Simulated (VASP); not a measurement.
A run of VASP 6.6.1 is set up as follows.

File INCAR:

```
PREC = Accurate ; ENCUT = 600
EDIFF = 1E-8 ; ISMEAR = 0
SIGMA = 0.01 ; LREAL = F
LASPH = T ; NELM = 60
ALGO = Normal ; ISIF = 3
LWAVE = F ; LCHARG = F
GGA = PS ; NBANDS = 16
IBRION = 6 ; NFREE = 2
POTIM = 0.015 ; NSW = 1
```

Contents of KPOINTS:

```
regular mesh
0
Gamma
  8 8 6
```

The input POSCAR:

```
SiC
1.0
    3.0341541604      0.0000000000      0.0000000000
   -1.5170770802      2.6276545819      0.0000000000
    0.0000000000      0.0000000000      4.9769980208
Si C
2 2
Direct
    0.3333333333      0.6666666667      0.0045992656
    0.6666666667      0.3333333333      0.5045992656
    0.3333333333      0.6666666667      0.3804007344
    0.6666666667      0.3333333333      0.8804007344
```

Potentials or basis: VASP PAW PBE potentials, release 64 (Si, C).

The run is started by

```sh
$ cat potpaw_PBE.64/Si/POTCAR potpaw_PBE.64/C/POTCAR > POTCAR
$ mpirun -np 1 vasp_std > vasp.out
```

Question: Estimate the Voigt bulk modulus.

Answer: 250 GPa.

Question: Predict the highest phonon frequency at Γ, LO-TO splitting left out.

Answer: 868 cm⁻¹.

Elastic tensor in Voigt notation (GPa, in the Cartesian axes of the cell as first typed):
```
544 137  75   0   0   0
137 544  75   0   0   0
 75  75 592   0   0   0
  0   0   0 153   0   0
  0   0   0   0 153   0
  0   0   0   0   0 204
```

Caveat: the cell is under stress, which shifts elastic constants; the PAW data sets were made with another functional, which shifts forces and pressure a little.
